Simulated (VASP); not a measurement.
Here is a VASP 6.6.1 calculation.

POSCAR

```
GaN
1.0
    0.0000000000      2.2489525415      2.2489525415
    2.3085497839      0.0000000000      2.2489525415
    2.3085497839      2.2489525415      0.0000000000
Ga N
1 1
Direct
    0.0000000000      0.0000000000      0.0000000000
    0.2500000000      0.2500000000      0.2500000000
```

File INCAR.step1:

```
PREC = Accurate ; ENCUT = 520
EDIFF = 1E-5 ; ISMEAR = 0
SIGMA = 0.01 ; LREAL = False
LASPH = True ; NELM = 80
ALGO = Normal ; ISIF = 2
LWAVE = True ; NBANDS = 16
GGA = PE
```

The input INCAR.step2:

```
PREC = Accurate ; ENCUT = 520
EDIFF = 1E-6 ; ISMEAR = 0
SIGMA = 0.01 ; LREAL = False
LASPH = True ; NELM = 80
ALGO = Normal ; ISIF = 2
LWAVE = False ; LCHARG = True
GGA = PE ; LHFCALC = True
HFSCREEN = 0.2079 ; PRECFOCK = Normal
LELF = True ; LVHAR = True
NBANDS = 16 ; ISTART = 1
```

KPOINTS

```
Automatic mesh
0
Gamma
  6 6 6
```

Potentials or basis: VASP PAW PBE potentials, release 64 (Ga_d, N).

Launch:

```console
$ cat potpaw_PBE.64/Ga_d/POTCAR potpaw_PBE.64/N/POTCAR > POTCAR
$ cp INCAR.step1 INCAR
$ mpirun -np 1 vasp_std > vasp.out
$ cp INCAR.step2 INCAR
$ mpirun -np 1 vasp_std > vasp.out
```

(1) What does it give for the band gap on the k mesh?

(2) Predict the pressure.

Answers

(1) 2.78 eV.

(2) -5.0 GPa.

Caveat: the cell differs from its parent crystal (uniaxial x strain +2.6%); the cell stands under tension; the structure was generated, so it needn't be the stable form of GaN; the PAW data sets were made with another functional, which shifts forces and pressure a little.
